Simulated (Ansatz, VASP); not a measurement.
One calculation of P, two programs

File INCAR:

```
SYSTEM = P
ALGO = Normal
EDIFF = 1E-7
ENCUT = 520
GGA = PS
ISIF = 2
ISMEAR = 0
LASPH = .True.
LCHARG = .False.
LREAL = .False.
LWAVE = .False.
NBANDS = 18
NELM = 60
PREC = Accurate
SIGMA = 0.05
```

File KPOINTS:

```
k-points
0
Gamma
  8 1 6
  0 0 0
```

The input POSCAR:

```
P
1.0
    3.2837277200      0.0000000000      0.0000000000
    0.0000000000     34.8570309900      0.0000000000
    0.0000000000      0.0000000000      4.6320847100
P
4
Direct
    0.0430673211      0.9743186131      0.6137392716
    0.0000000000      0.0297385700      0.4078492800
    0.5000000000      0.0297385700      0.0921507200
    0.5000000000      0.9702614300      0.9078492800
```

Input for Ansatz:

```yaml
crystal:
  lattice:
    - [3.28372772, 0.0, 0.0]
    - [0.0, 34.85703099, 0.0]
    - [0.0, 0.0, 4.63208471]
  atoms:
    - { symbol: P, position: [0.0430673211, 0.9743186131, 0.6137392716] }
    - { symbol: P, position: [0.0, 0.02973857, 0.40784928] }
    - { symbol: P, position: [0.5, 0.02973857, 0.09215072] }
    - { symbol: P, position: [0.5, 0.97026143, 0.90784928] }
basis:
  ecutwfc: 420
kpoints:
  mp_grid: { grid: [8, 1, 6] }
hamiltonian:
  xc: pbesol
scf:
  occupations: { method: gaussian, width: 0.05 }
output:
  forces: true
  stress: true
  eigenvalues: true
  write_density: true
  write_potential: true
  elf: true
  volumetric_format: npy
```

Alike in both runs: task single point; functional PBEsol; k mesh 8 × 1 × 6; occupations gaussian, width 0.05 eV; no spin polarisation.

```csv
,VASP,Ansatz
version,VASP 6.6.1,Ansatz 0.2.0
potentials or method,"VASP PAW PBE potentials, release 64 (P), cutoff 520 eV","scalar-relativistic, plane waves, PAW"
valence electrons in the cell,20,20
```

```tsv
	VASP	Ansatz	Ansatz less VASP
gap on the k mesh at the Fermi level (eV)	0.82	0.79	-0.028
least direct gap on the mesh (eV)	0.91	0.89	-0.015
rms of the force components (eV/Å)	1.210	1.216	+0.0068
```

VASP's potentials were made for PBE, not for PBEsol. Atom by atom the forces differ by 0.012 eV/Å (rms over components). The functional is the same, so the differences come from potentials, cutoffs and numerics.
